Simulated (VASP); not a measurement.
# Eu (Im-3m) in VASP: notebook

Eu is run at these levels: PBE; tasks: single point.

All numbers are computed with VASP 6.6.1; they aren't measurements. Logs are shortened: lines on timing, memory, paths and dates and some standing lists are left out, and cuts for length are marked.

### 1 The cell of the first run

Symmetry: Im-3m, No. 229, cubic system. The conventional cell has a = 3.859 Å, b = 3.859 Å, c = 3.859 Å, α = 90.00°, β = 90.00°, γ = 90.00°. Eu (site symmetry m-3m) has 14 Eu at 3.34 to 3.86 Å within 4.4 Å.

### 2 Single point, PBE, collinear spin, ferromagnetic start (volume scaled by 0.68)

The input, INCAR:

```
ALGO = Normal
EDIFF = 1E-6
ENCUT = 520
GGA = PE
ISIF = 2
ISMEAR = -1
ISPIN = 2
LASPH = T
LCHARG = T
LELF = T
LMAXMIX = 6
LORBIT = 11
LREAL = F
LVHAR = T
LWAVE = F
MAGMOM = 7
NBANDS = 18
NELM = 150
PREC = Accurate
SIGMA = 0.05
```

The input, KPOINTS:

```
k-points
0
Gamma
  14 14 14
```

The input, POSCAR:

```
Eu
1.0
   -1.9292912644      1.9292912644      1.9292912644
    1.9292912644     -1.9292912644      1.9292912644
    1.9292912644      1.9292912644     -1.9292912644
Eu
1
Direct
    0.0000000000      0.0000000000      0.0000000000
```

Potentials or basis: VASP PAW PBE potentials, release 64 (Eu).

The run is started by

```
cat potpaw_PBE.64/Eu/POTCAR > POTCAR
mpirun -np 1 vasp_std > vasp.out
```

OUTCAR:

```text
EDIFF = 1E-6
   ENCUT = 520
   GGA = PE
   ISIF = 2
   ISMEAR = -1
   ISPIN = 2
   LASPH = T
   LORBIT = 11
   LREAL = F
   NELM = 150
   PREC = Accurate

 ion  position               nearest neighbor table
   1  0.000  0.000  0.000-

  LATTYP: Found a body centered cubic cell.
 ALAT       =     3.8585825288

  Lattice vectors:

 A1 = (  -1.9292912644,   1.9292912644,   1.9292912644)
 A2 = (   1.9292912644,  -1.9292912644,   1.9292912644)
 A3 = (   1.9292912644,   1.9292912644,  -1.9292912644)

Analysis of symmetry for initial positions (statically):
=====================================================================
 Subroutine PRICEL returns:
 Original cell was already a primitive cell.

 Routine SETGRP: Setting up the symmetry group for a
 body centered cubic supercell.

 Subroutine GETGRP returns: Found 48 space group operations
 (whereof 48 operations were pure point group operations)
 out of a pool of 48 trial point group operations.

The static configuration has the point symmetry O_h .

Analysis of symmetry for dynamics (positions and initial velocities):
=====================================================================
 Subroutine PRICEL returns:
 Original cell was already a primitive cell.

 Routine SETGRP: Setting up the symmetry group for a
 body centered cubic supercell.

 Subroutine GETGRP returns: Found 48 space group operations
 (whereof 48 operations were pure point group operations)
 out of a pool of 48 trial point group operations.

The dynamic configuration has the point symmetry O_h .

Analysis of structural, dynamic, and magnetic symmetry:
=====================================================================
 Subroutine PRICEL returns:
 Original cell was already a primitive cell.

 Routine SETGRP: Setting up the symmetry group for a
 body centered cubic supercell.

 Subroutine GETGRP returns: Found 48 space group operations
 (whereof 48 operations were pure point group operations)
 out of a pool of 48 trial point group operations.

The overall configuration has the point symmetry O_h .

 Subroutine INISYM returns: Found 48 space group operations
 (whereof 48 operations are pure point group operations),
 and found     1 'primitive' translations

----------------------------------------------------------------------------------------

                                     Primitive cell

  volume of cell :      28.7246

  direct lattice vectors                    reciprocal lattice vectors
    -1.929291264  1.929291264  1.929291264     0.000000000  0.259162527  0.259162527
     1.929291264 -1.929291264  1.929291264     0.259162527  0.000000000  0.259162527
     1.929291264  1.929291264 -1.929291264     0.259162527  0.259162527  0.000000000

  length of vectors
     3.341630493  3.341630493  3.341630493     0.366511161  0.366511161  0.366511161

  position of ions in fractional coordinates (direct lattice)
     0.000000000  0.000000000  0.000000000

  ion indices of the primitive-cell ions
   primitive index   ion index
                 1           1

----------------------------------------------------------------------------------------

 KPOINTS: k-points

Automatic generation of k-mesh.
 Grid dimensions read from file:
 generate k-points for:   14   14   14

 Generating k-lattice:

  Cartesian coordinates                     Fractional coordinates (reciprocal lattice)
     0.000000000  0.018511609  0.018511609     0.071428571  0.000000000  0.000000000
     0.018511609  0.000000000  0.018511609     0.000000000  0.071428571  0.000000000
     0.018511609  0.018511609  0.000000000     0.000000000  0.000000000  0.071428571

  Length of vectors
     0.026179369  0.026179369  0.026179369

  Shift w.r.t. Gamma in fractional coordinates (k-lattice)
     0.000000000  0.000000000  0.000000000

 Subroutine IBZKPT returns following result:
 ===========================================

 Found    104 irreducible k-points:

 Following reciprocal coordinates:
            Coordinates               Weight
  0.000000  0.000000  0.000000      1.000000
  0.071429  0.000000  0.000000     12.000000
  0.142857  0.000000  0.000000     12.000000
  0.214286  0.000000  0.000000     12.000000
  0.285714  0.000000  0.000000     12.000000
  0.357143  0.000000  0.000000     12.000000
[... 16 lines left out ...]
  0.285714  0.285714  0.000000     24.000000
  0.357143  0.285714  0.000000     24.000000
 [... further k-points ...]
   k-points           NKPTS =    104   k-points in BZ     NKDIM =    104   number of bands    NBANDS=     18
   number of dos      NEDOS =    301   number of ions     NIONS =      1
   total plane-waves  NPLWV =  21952
   dimension x,y,z NGX =    28 NGY =   28 NGZ =   28
   dimension x,y,z NGXF=    56 NGYF=   56 NGZF=   56
   ions per type =               1
   NGX,Y,Z   is equivalent  to a cutoff of  13.93, 13.93, 13.93 a.u.
   NGXF,Y,Z  is equivalent  to a cutoff of  27.86, 27.86, 27.86 a.u.
 SYSTEM =  unknown system
   PREC   = accura    normal or accurate (medium, high low for compatibility)
   ISTART =      0    job   : 0-new  1-cont  2-samecut
   ICHARG =      2    charge: 1-file 2-atom 10-const
   ISPIN  =      2    spin polarized calculation?
   LNONCOLLINEAR =      F non collinear calculations
   LSORBIT =      F    spin-orbit coupling
   LASPH  =      T    aspherical Exc in radial PAW
   ENCUT  =  520.0 eV  38.22 Ry    6.18 a.u.   6.21  6.21  6.21*2*pi/ulx,y,z
   NELM   =    150;   NELMIN=  2; NELMDL= -5     # of ELM steps
   EDIFF  = 0.1E-05   stopping-criterion for ELM
   LREAL  =      F    real-space projection
   EDIFFG = 0.1E-04   stopping-criterion for IOM
   NSW    =      0    number of steps for IOM
   IBRION =     -1    ionic relax: 0-MD 1-quasi-New 2-CG
   NFREE  =      0    steps in history (QN), initial steepest desc. (CG)
   ISIF   =      2    stress and relaxation
   ISYM   =      2    0-nonsym 1-usesym 2-fastsym
   POTIM  = 0.5000    time-step for ionic-motion
   TEBEG  =    0.0;   TEEND  =   0.0 temperature during run
   PSTRESS=    0.0 pullay stress
   NELECT =      17.0000    total number of electrons
   NUPDOWN=      -1.0000    fix difference up-down
   EMIN   =  10.00;   EMAX   =-10.00  energy-range for DOS
   EFERMI =   0.00;   METHOD = LEGACY
   ISMEAR =    -1;   SIGMA  =   0.05  broadening in eV -4-tet -1-fermi 0-gaus
   EFERMI_NEDOS =   21; number of points for ismear=-14 and -15
   IALGO  =     38    algorithm
   IMIX   =      4    mixing-type and parameters
     AMIX     =   0.40;   BMIX     =  1.00
     AMIX_MAG =   1.60;   BMIX_MAG =  1.00
  volume/ion in A,a.u.               =      28.72       193.84
  Fermi-wavevector in a.u.,A,eV,Ry     =   1.374485  2.597400 25.704250  1.889209
  Thomas-Fermi vector in A             =   2.499907
   LORBIT       =     11    0 simple, 1 ext, 2 COOP (PROOUT), +10 PAW based schemes
   GGA     = PE    functional components
   LHFCALC =     F    Hartree Fock is set to
   AEXX    =    0.0000 exact exchange contribution
   IVDW    =     0    specifies the selected vdW correction
   LEPSILON=     F    determine dielectric tensor
   LRPA    =     F    only Hartree local field effects (RPA)
 spin polarized calculation
  energy-cutoff  :      520.00
  volume of cell :       28.72
 maximum number of plane-waves:       784
 NGX is ok and might be reduce to    28
   NGX = 13   NGY = 13   NGZ = 13

 number of electron      17.0000003 magnetization       7.1863944

 Free energy of the ion-electron system (eV)
  ---------------------------------------------------
  ext. energy  EPLUGINS =         0.00000000
  ---------------------------------------------------
  free energy    TOTEN  =       -11.13129035 eV

  energy without entropy =      -11.11993018  energy(sigma->0) =      -11.12561026

 E-fermi :   3.7651     XC(G=0): -10.5137

 val. band max:        3.7644862111   @ k =  -0.3571  -0.4286   0.1429
 cond. band min:       3.7751934497   @ k =  -0.3571   0.5000   0.1429
 fundamental gap:      0.0107072387
 Fermi energy:         3.7651187991

 spin component 1

 k-point     1 :       0.0000    0.0000    0.0000
  band No.  band energies     occupation
      1     -37.7334      1.00000
      2     -15.7822      1.00000
      3     -15.7822      1.00000
      4     -15.7822      1.00000
      5      -0.9879      1.00000
      6       3.0335      1.00000
[... 10 lines left out ...]
     17       8.3703      0.00000
     18      15.2025      0.00000

 k-point     2 :       0.0714    0.0000    0.0000
  band No.  band energies     occupation
      1     -37.7250      1.00000
      2     -15.8609      1.00000
      3     -15.8047      1.00000
      4     -15.7832      1.00000
      5      -0.8005      1.00000
      6       3.0259      1.00000
[... 10 lines left out ...]
     17       8.3800      0.00000
     18      15.3910      0.00000

 k-point     3 :       0.1429    0.0000    0.0000
  band No.  band energies     occupation
      1     -37.7012      1.00000
      2     -16.0748      1.00000
      3     -15.8670      1.00000
      4     -15.7857      1.00000
      5      -0.2815      1.00000
      6       3.0067      1.00000
[... 10 lines left out ...]
     17       8.4235      0.00000
     18      15.8179      0.00000

 k-point     4 :       0.2143    0.0000    0.0000
  band No.  band energies     occupation
      1     -37.6667      1.00000
      2     -16.3689      1.00000
      3     -15.9554      1.00000
      4     -15.7896      1.00000
      5       0.4319      1.00000
      6       2.9949      1.00000
[... 375 lines left out ...]
      4     -15.9370      1.00000
      5       2.3593      1.00000
      6       3.0193      1.00000
[... 10 lines left out ...]
     17      13.0565      0.00000
     18      13.4368      0.00000

 k-point    23 :       0.2857    0.2857    0.0000
  band No.  band energies     occupation
      1     -37.5444      1.00000
      2     -16.9118      1.00000
      3     -16.5420      1.00000
      4     -15.9522      1.00000
      5       2.5848      1.00000
      6       3.0250      1.00000
[... 10 lines left out ...]
     17      12.9581      0.00000
     18      13.5342      0.00000

 k-point    24 :       0.3571    0.2857    0.0000
  band No.  band energies     occupation
      1     -37.5389      1.00000
      2     -16.8596      1.00000
      3     -16.6460      1.00000
      4     -15.9592      1.00000
      5       2.6381      1.00000
      6       3.0534      1.00000
[... 10 lines left out ...]
     17      12.4705      0.00000
     18      14.2606      0.00000

 [... further k-points ...]

 spin component 2

 k-point     1 :       0.0000    0.0000    0.0000
  band No.  band energies     occupation
      1     -34.6750      1.00000
      2     -13.4291      1.00000
      3     -13.4291      1.00000
      4     -13.4291      1.00000
      5       0.0328      1.00000
      6       7.0157      0.00000
[... 10 lines left out ...]
     17       9.5073      0.00000
     18      16.5638      0.00000

 k-point     2 :       0.0714    0.0000    0.0000
  band No.  band energies     occupation
      1     -34.6647      1.00000
      2     -13.5241      1.00000
      3     -13.4553      1.00000
      4     -13.4305      1.00000
      5       0.2327      1.00000
      6       6.7466      0.00000
[... 10 lines left out ...]
     17       9.5752      0.00000
     18      16.7324      0.00000

 k-point     3 :       0.1429    0.0000    0.0000
  band No.  band energies     occupation
      1     -34.6357      1.00000
      2     -13.7802      1.00000
      3     -13.5277      1.00000
      4     -13.4344      1.00000
      5       0.7807      1.00000
      6       6.2788      0.00000
[... 10 lines left out ...]
     17       9.7426      0.00000
     18      17.1530      0.00000

 k-point     4 :       0.2143    0.0000    0.0000
  band No.  band energies     occupation
      1     -34.5934      1.00000
      2     -14.1283      1.00000
      3     -13.6299      1.00000
      4     -13.4402      1.00000
      5       1.5177      1.00000
      6       5.7944      0.00000
[... 375 lines left out ...]
      4     -13.6141      1.00000
      5       3.4856      0.99628
      6       4.8943      0.00000
[... 10 lines left out ...]
     17      14.5828      0.00000
     18      15.0067      0.00000

 k-point    23 :       0.2857    0.2857    0.0000
  band No.  band energies     occupation
      1     -34.4431      1.00000
      2     -14.7588      1.00000
      3     -14.3258      1.00000
      4     -13.6309      1.00000
      5       3.8302      0.21387
      6       4.8304      0.00000
[... 10 lines left out ...]
     17      14.5055      0.00000
     18      15.0804      0.00000

 k-point    24 :       0.3571    0.2857    0.0000
  band No.  band energies     occupation
      1     -34.4364      1.00000
      2     -14.6982      1.00000
      3     -14.4477      1.00000
      4     -13.6390      1.00000
      5       3.9134      0.04897
      6       4.9974      0.00000
[... 10 lines left out ...]
     17      14.0759      0.00000
     18      15.7690      0.00000

 [... further k-points ...]
[... 5 lines left out ...]
  --------------------------------------------------------------------------------------
  -------------------------------------------------------------------------------------
  Total        1.7928822      1.7928822      1.7928822      0.0000000     -0.0000000     -0.0000000
  in kB      100.0020624    100.0020624    100.0020624      0.0000000     -0.0000000     -0.0000000
  external PRESSURE =     100.0020624 kB  Pullay stress =       0.0000000 kB

 VOLUME and BASIS-vectors are now :
 -----------------------------------------------------------------------------
  energy-cutoff  :      520.00
  volume of cell :       28.72
      direct lattice vectors                 reciprocal lattice vectors
    -1.929291264  1.929291264  1.929291264     0.000000000  0.259162527  0.259162527
     1.929291264 -1.929291264  1.929291264     0.259162527  0.000000000  0.259162527
     1.929291264  1.929291264 -1.929291264     0.259162527  0.259162527  0.000000000

 POSITION                                       TOTAL-FORCE (eV/Angst)
 -----------------------------------------------------------------------------------
      0.00000      0.00000      0.00000         0.000000      0.000000      0.000000
 -----------------------------------------------------------------------------------
    total drift:                               -0.000000     -0.000000     -0.000000

  FREE ENERGIE OF THE ION-ELECTRON SYSTEM (eV)
  ---------------------------------------------------
  free  energy   TOTEN  =       -11.1312903474 eV

  energy  without entropy=      -11.1199301770  energy(sigma->0) =      -11.12561026

 total charge

# of ion       s       p       d       f       tot
--------------------------------------------------
    1        2.108   5.678   0.534   6.542  14.861

 magnetization (x)

# of ion       s       p       d       f       tot
--------------------------------------------------
    1        0.005  -0.080   0.184   6.528   6.637
```

It took 2.5 min on 1 thread of Intel Xeon 6975P-C, shared host; peak memory 0.25 GiB.

What came out:

```
Free energy                                           : -11.1313 eV
Pressure                                              : 10.0 GPa
Net moment                                            : 7.19 μB per cell
Site moments                                          : Eu +6.64 μB
Valence electrons inside the program's atomic spheres : Eu 14.86
```

Caveat: spin-orbit coupling is left out, which moves the levels of the heavy elements. The state reached can hang on the start; a lower one may exist.

### 3 Single point, PBE, collinear spin, ferromagnetic start (volume scaled by 0.78)

The input, INCAR:

```
SYSTEM = Eu
PREC = Accurate ; ENCUT = 520
EDIFF = 1E-6 ; ISMEAR = -1
SIGMA = 0.05 ; LREAL = .False.
LASPH = .True. ; NELM = 150
ALGO = Normal ; ISIF = 2
LWAVE = .False. ; LCHARG = .True.
ISPIN = 2 ; MAGMOM = 7
LORBIT = 11 ; LMAXMIX = 6
GGA = PE ; LELF = .True.
LVHAR = .True. ; NBANDS = 18
```

The input, KPOINTS:

```
Automatic mesh
0
Gamma
  14 14 14
  0 0 0
```

The input, POSCAR:

```
Eu
1.0
   -2.0195736446      2.0195736446      2.0195736446
    2.0195736446     -2.0195736446      2.0195736446
    2.0195736446      2.0195736446     -2.0195736446
Eu
1
Direct
    0.0000000000      0.0000000000      0.0000000000
```

Potentials or basis: VASP PAW PBE potentials, release 64 (Eu).

The run is started by

```
cat potpaw_PBE.64/Eu/POTCAR > POTCAR
mpirun -np 1 vasp_std > vasp.out
```

Run time: 2.4 min. Hardware: 1 thread of Intel Xeon 6975P-C, shared host; peak memory 0.26 GiB.

Results (log left out):

```
Free energy                                           : -11.3280 eV
Pressure                                              : 5.0 GPa
Net moment                                            : 7.18 μB per cell
Site moments                                          : Eu +6.63 μB
Valence electrons inside the program's atomic spheres : Eu 14.79
```

Levels at points of the mesh, in eV from the Fermi level:
Spin up:
```
           k point  band 8  band 9  band 10  band 11  band 12  band 13  band 14  band 15  band 16  band 17
(0.00, 0.00, 0.00)   -0.62   -0.36    -0.36    -0.36    -0.30     1.99     1.99     1.99     4.22     4.22
(0.50, 0.00, 0.00)   -0.55   -0.38    -0.37    -0.36    -0.33     0.21     1.80     4.23     5.09     7.36
(0.50, 0.50, 0.50)   -0.53   -0.53    -0.53    -0.30    -0.30    -0.30     6.57     6.57     6.60     6.72
```
Spin down:
```tsv
k point	band 2	band 3	band 4	band 5	band 6	band 7	band 8	band 9
(0.00, 0.00, 0.00)	-17.46	-17.46	-17.46	-3.77	3.09	3.09	3.09	3.80
(0.50, 0.00, 0.00)	-18.60	-17.81	-17.48	-1.20	1.19	2.54	3.75	4.17
(0.50, 0.50, 0.50)	-18.23	-18.23	-18.23	-0.89	-0.89	4.02	4.02	4.02
```

Caveat: spin-orbit coupling is left out, which moves the levels of the heavy elements.
